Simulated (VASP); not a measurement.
Runs of VASP 6.6.1 on B. The structure is that of space group P6/mmm (No. 191), or close to it. The cells are those of the table. 

```csv
task,potentials or basis,cell,k mesh,cutoff (eV),second run,gap on the mesh (eV),pressure (GPa)
single point,"VASP PAW PBE potentials, release 64 (B)","a = 3.579, b = 3.579, c = 2.194 Å, angles 90.0, 90.0, 120.0°, 3 atoms",6 × 6 × 8,520,-,none,-36.1
single point,"VASP PAW PBE potentials, release 64 (B)","a = 3.331, b = 3.331, c = 1.908 Å, angles 90.0, 90.0, 120.0°, 3 atoms",6 × 6 × 8,520,-,none,(a)
relaxation of cell and atoms,"VASP PAW PBE potentials, release 64 (B)","relaxed from a = 3.579, b = 3.579, c = 2.194 Å, angles 90.0, 90.0, 120.0°, 3 atoms",6 × 6 × 8,600,-,none,-0.6
single point,"VASP PAW PBE potentials, release 64 (B)","a = 4.420, b = 4.420, c = 1.586 Å, angles 90.0, 90.0, 120.0°, 3 atoms",12 × 12 × 28,520,-,none,-0.3
relaxation of cell and atoms,"VASP PAW PBE potentials, release 64 (B_h)","relaxed from a = 3.579, b = 3.579, c = 2.194 Å, angles 90.0, 90.0, 120.0°, 3 atoms",6 × 6 × 8,910,hard_potentials,none,-0.5
```

Alike in all rows: level r2SCAN; no spin polarisation; smearing gaussian 0.1 eV.

Task: Estimate the missing entries.

Result: (a) -0.2.

Caveats: some runs use coarse meshes; the PAW data sets were made with another functional, which shifts forces and pressure a little.

A gap of «none» marks levels without a gap at the run's occupations.
